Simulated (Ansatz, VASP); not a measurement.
## One calculation of Si, two programs

Contents of INCAR:

```
PREC = Accurate
ENCUT = 520
EDIFF = 1E-8
ISMEAR = -1
SIGMA = 0.05
LREAL = F
LASPH = T
NELM = 80
ALGO = Normal
ISIF = 2
LWAVE = F
LCHARG = F
GGA = PE
LEFG = T
NBANDS = 11
```

File KPOINTS:

```
regular mesh
0
Gamma
  13 13 13
```

File POSCAR:

```
Si
1.0
    0.0000000000      2.6885525007      2.6885525007
    2.6885525007      0.0000000000      2.6885525007
    2.6885525007      2.6885525007      0.0000000000
Si
2
Direct
    0.0000000000      0.0000000000      0.0000000000
    0.2500000000      0.2500000000      0.2500000000
```

Input for Ansatz:

```yaml
crystal:
  lattice:
    - [0.0, 2.6885525007, 2.6885525007]
    - [2.6885525007, 0.0, 2.6885525007]
    - [2.6885525007, 2.6885525007, 0.0]
  atoms:
    - { symbol: Si, position: [0.0, 0.0, 0.0] }
    - { symbol: Si, position: [0.25, 0.25, 0.25] }
kpoints:
  mp_grid: { grid: [13, 13, 13] }
scf:
  occupations: { method: fermi_dirac, width: 0.05 }
hamiltonian:
  xc: pbe
  pseudopotentials: { kind: all_electron, datasets: crystal }
output:
  forces: true
  stress: true
  eigenvalues: true
  efg: { contact_densities: true }
```

Change from the starting cell: volume scaled by 0.95, crystal datasets.

Alike in both runs: task electric field gradients; functional PBE; k mesh 13 × 13 × 13; occupations fermi-dirac, width 0.05 eV; no spin polarisation.

|  | VASP | Ansatz |
| --- | --- | --- |
| version | VASP 6.6.1 | Ansatz 0.2.0 |
| potentials or method | VASP PAW PBE potentials, release 64 (Si), cutoff 520 eV | all-electron PAW with datasets made for the crystal, scalar-relativistic |

```tsv
	VASP	Ansatz	Ansatz less VASP
pressure (GPa)	5.0	5.1	+0.04
```

Ansatz ran all-electron here, and VASP with PAW potentials.
